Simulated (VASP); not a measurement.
Wanted: the native input for a VASP 6.6.1 run.

- Task: single point
- Functional: PBE
- Potentials or basis: VASP PAW PBE potentials, release 64 (Si, C, H)
- Cutoff: 520 eV
- k mesh: 1 × 1 × 7
- Occupations: gaussian, width 0.05 eV
- Spin: no spin polarisation
- Dipole correction: no
- Further INCAR settings: LREAL = Auto; ALGO = Normal; EDIFF = 1e-07; NBANDS = 55

The structure of SiH2C lies in POSCAR:

```
SiH2C
1.0
   16.1000000000      0.0000000000      0.0000000000
    0.0000000000     15.7000000000      0.0000000000
    0.0000000000      0.0000000000      5.1896414234
Si C H
7 7 14
Direct
    0.3567279706      0.4439095662      0.0080819146
    0.5485120483      0.4428541949      0.0062662194
    0.4517286483      0.6126460980      0.0080836853
    0.4521247530      0.3881080536      0.5073977500
    0.3563867547      0.5566032517      0.5083369538
    0.6429866951      0.3869190145      0.5081874870
    0.5465530396      0.5558262817      0.5073969236
    0.3579877889      0.4447664193      0.3738419434
    0.5483383387      0.4429559480      0.3755642300
    0.4516356129      0.6110993764      0.3738430993
    0.4519270036      0.3892663440      0.8744160703
    0.3576969242      0.5558282126      0.8739846788
    0.6427255069      0.3870739887      0.8723171878
    0.5454752774      0.5554248036      0.8744158322
    0.2794017822      0.3981019507      0.9245043173
    0.4517488537      0.7042242455      0.9245122066
    0.4521406747      0.2965356795      0.4233814799
    0.2791394011      0.6023418064      0.4238068629
    0.6450268013      0.2967010361      0.4141051938
    0.7201964789      0.4302167851      0.4141055522
    0.6238944393      0.6015977936      0.4233783486
    0.3021142139      0.4108253636      0.4414090314
    0.4523652824      0.6776901200      0.4414148454
    0.4515780855      0.3223822477      0.9394728352
    0.3014498127      0.5891273680      0.9412615883
    0.6446831751      0.3208893931      0.9417181592
    0.6995988905      0.4184263860      0.9417144318
    0.6017853671      0.5891766624      0.9394696542
```

One way to write it, as run:

INCAR

```
SYSTEM = SiH2C
PREC     = Accurate       ! precision mode
ENCUT    = 520            ! plane-wave cutoff, eV
EDIFF    = 1E-7           ! SCF threshold, eV
ISMEAR   = 0              ! smearing method
SIGMA    = 0.05           ! smearing width, eV
LREAL    = Auto         
LASPH    = .TRUE.         ! aspherical terms in the spheres
NELM     = 100            ! most SCF steps
ALGO     = Normal         ! electronic algorithm
ISIF     = 2              ! what is computed and relaxed
LWAVE    = .FALSE.        ! write WAVECAR
LCHARG   = .FALSE.        ! write CHGCAR
GGA      = PE             ! functional
NBANDS   = 55             ! bands
```

KPOINTS

```
Automatic mesh
0
G
  1 1 7
  0 0 0
```

Potentials or basis: VASP PAW PBE potentials, release 64 (Si, C, H).

Run with:

```bash
$ cat potpaw_PBE.64/Si/POTCAR potpaw_PBE.64/C/POTCAR potpaw_PBE.64/H/POTCAR > POTCAR
$ mpirun -np 1 vasp_std > vasp.out
```

Results of the run:

The largest force is 0.026 eV/Å and the band gap on the k mesh is 4.54 eV.

Wall time 9.4 min on 1 thread of Intel(R) Xeon(R) 6975P-C (Granite Rapids), on a shared host, peak memory 1 GiB.
